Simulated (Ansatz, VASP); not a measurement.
Two plane-wave programs on Al

File INCAR:

```
SYSTEM = Al
PREC = Accurate
ENCUT = 520
EDIFF = 1E-6
ISMEAR = 0
SIGMA = 0.15
LREAL = .FALSE.
LASPH = .TRUE.
NELM = 60
ALGO = Normal
ISIF = 2
LWAVE = .FALSE.
LCHARG = .FALSE.
GGA = PE
IVDW = 12
NBANDS = 14
```

KPOINTS

```
regular mesh
0
G
  18 18 4
  0 0 0
```

POSCAR

```
Al
1.0
    2.7356000000      0.0000000000      0.0000000000
   -1.3678000000      2.3690990946      0.0000000000
    0.0000000000      0.0000000000     10.4387000000
Al
4
Direct
    0.0000000000      0.0000000000      0.0000000000
    0.3333333333      0.6666666667      0.2500000000
    0.0000000000      0.0000000000      0.5000000000
    0.6666666667      0.3333333333      0.7500000000
```

Input for Ansatz:

```yaml
crystal:
  lattice:
    - [2.7356, 0.0, 0.0]
    - [-1.3678, 2.3690990946, 0.0]
    - [0.0, 0.0, 10.4387]
  atoms:
    - { symbol: Al, position: [0.0, 0.0, 0.0] }
    - { symbol: Al, position: [0.3333333333, 0.6666666667, 0.25] }
    - { symbol: Al, position: [0.0, 0.0, 0.5] }
    - { symbol: Al, position: [0.6666666667, 0.3333333333, 0.75] }
basis:
  ecutwfc: 420
kpoints:
  mp_grid: { grid: [18, 18, 4] }
hamiltonian:
  xc: pbe
  pseudopotentials: { kind: paw, azcp: { folder: soft_1 } }
  dispersion: d3bj
scf:
  occupations: { method: gaussian, width: 0.15 }
output:
  forces: true
  stress: true
  eigenvalues: true
  write_density: true
  write_potential: true
  elf: true
  volumetric_format: npy
```

Alike in both runs: task single point; functional PBE; dispersion D3(BJ); k mesh 18 × 18 × 4; occupations gaussian, width 0.15 eV; no spin polarisation.

|  | VASP | Ansatz |
| --- | --- | --- |
| version | VASP 6.6.1 | Ansatz 0.2.0 |
| potentials or method | VASP PAW PBE potentials, release 64 (Al), cutoff 520 eV | scalar-relativistic, plane waves, PAW |
| valence electrons in the cell | 12 | 12 |

```csv
,VASP,Ansatz,Ansatz less VASP
gap on the k mesh at the Fermi level (eV),none,none,-
pressure (GPa),-2.4,-2.4,0.00
"traceless stress, the component that is largest in VASP (GPa)",-6.83,-6.84,-0.006
```

A gap of «none» marks a metal or a gap that the smearing closes.
